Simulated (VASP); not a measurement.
Wanted: the native input for a VASP 6.6.1 run.

- Task: single point
- Functional: PBE
- Potentials or basis: VASP PAW PBE potentials, release 64 (Al, B, P)
- Cutoff: 520 eV
- k mesh: 6 × 6 × 6
- Occupations: gaussian, width 0.1 eV
- Spin: no spin polarisation
- Dipole correction: no
- Further INCAR settings: ALGO = Normal; EDIFF = 1e-06; NBANDS = 20

The structure of Al3BP2 lies in POSCAR:

```
Al3BP2
1.0
    3.1023446036      1.7911394931      2.7585224153
   -3.1023446036      1.7911394931      2.7585224153
    0.0000000000     -3.5822789829      2.7585224175
Al B P
3 1 2
Direct
    0.0000000000      0.5000000000      0.5000000000
    0.5000000000      0.5000000000      0.0000000000
    0.5000000000      0.0000000000      0.5000000000
    0.5000000000      0.5000000000      0.5000000000
    0.1297922843      0.1297922843      0.1297922843
    0.8702077157      0.8702077157      0.8702077157
```

These files were run (other wordings do the same):

INCAR

```
SYSTEM = Al3BP2
PREC = Accurate ; ENCUT = 520
EDIFF = 1E-6 ; ISMEAR = 0
SIGMA = 0.1 ; LREAL = .False.
LASPH = .True. ; NELM = 100
ALGO = Normal ; ISIF = 2
LWAVE = .False. ; LCHARG = .False.
GGA = PE ; NBANDS = 20
```

KPOINTS

```
regular mesh
0
Gamma
  6 6 6
  0 0 0
```

Potentials or basis: VASP PAW PBE potentials, release 64 (Al, B, P).

Launch:

```bash
$ cat potpaw_PBE.64/Al/POTCAR potpaw_PBE.64/B/POTCAR potpaw_PBE.64/P/POTCAR > POTCAR
$ mpirun -np 1 vasp_std > vasp.out
```

It gave:

```yaml
Pressure: 0.0 GPa
Largest_force: 0.033 eV/Å
Band_gap_on_the_k_mesh: zero (band 11 reaches 8.89 eV, above the bottom of band 12 at 6.69 eV)
```

Run time: 26 s on 1 thread of Intel(R) Xeon(R) Platinum 8488C (Sapphire Rapids), on a shared host, peak memory 0.22 GiB.
